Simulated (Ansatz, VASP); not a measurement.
## Te in VASP and in Ansatz

Contents of INCAR:

```
SYSTEM = Te
ALGO = Normal
EDIFF = 1E-7
ENCUT = 520
GGA = RP
ISIF = 2
ISMEAR = -1
LASPH = .True.
LCHARG = .False.
LREAL = .False.
LWAVE = .False.
NBANDS = 9
NELM = 60
PREC = Accurate
SIGMA = 0.1
```

File KPOINTS:

```
k-points
0
Gamma
  13 13 13
  0 0 0
```

Contents of POSCAR:

```
Te
1.0
    0.0000000000      2.4403005209      2.4403005209
    2.4403005209      0.0000000000      2.4403005209
    2.4403005209      2.4403005209      0.0000000000
Te
1
Direct
    0.0000000000      0.0000000000      0.0000000000
```

Input for Ansatz:

```yaml
crystal:
  lattice:
    - [0.0, 2.4403005209, 2.4403005209]
    - [2.4403005209, 0.0, 2.4403005209]
    - [2.4403005209, 2.4403005209, 0.0]
  atoms:
    - { symbol: Te, position: [0.0, 0.0, 0.0] }
hamiltonian:
  xc: rpbe
  pseudopotentials:
    kind: paw
    azcp:
      Te: "pseudopotentials/Te.paw.azcp"
basis:
  ecutwfc: 420
  fft_grid_basis: typed
kpoints:
  mp_grid: { grid: [13, 13, 13], shift: [0, 0, 0] }
magnetization:
  spin_polarized: false
scf:
  occupations: { method: fermi_dirac, width: 0.1 }
  lower_state_search: "off"
output:
  stress: true
```

Alike in both runs: task single point; functional RPBE; k mesh 13 × 13 × 13; occupations fermi-dirac, width 0.1 eV; no spin polarisation.

|  | VASP | Ansatz |
| --- | --- | --- |
| version | VASP 6.6.1 | Ansatz 0.2.0 |
| potentials or method | VASP PAW PBE potentials, release 64 (Te), cutoff 520 eV | plane waves (420 eV) with PAW, scalar-relativistic |
| valence electrons in the cell | 6 | 16 |

VASP gave:

```
pressure (GPa) : -0.1
```

Q: Estimate Ansatz's values.

A: Pressure (GPa): 0.0.

VASP's potentials were made for PBE, not for RPBE. VASP's potentials hold 6 valence electrons a cell and Ansatz's 16, so a difference there can come from the potentials and not from the codes.

Spin-orbit coupling is off throughout.
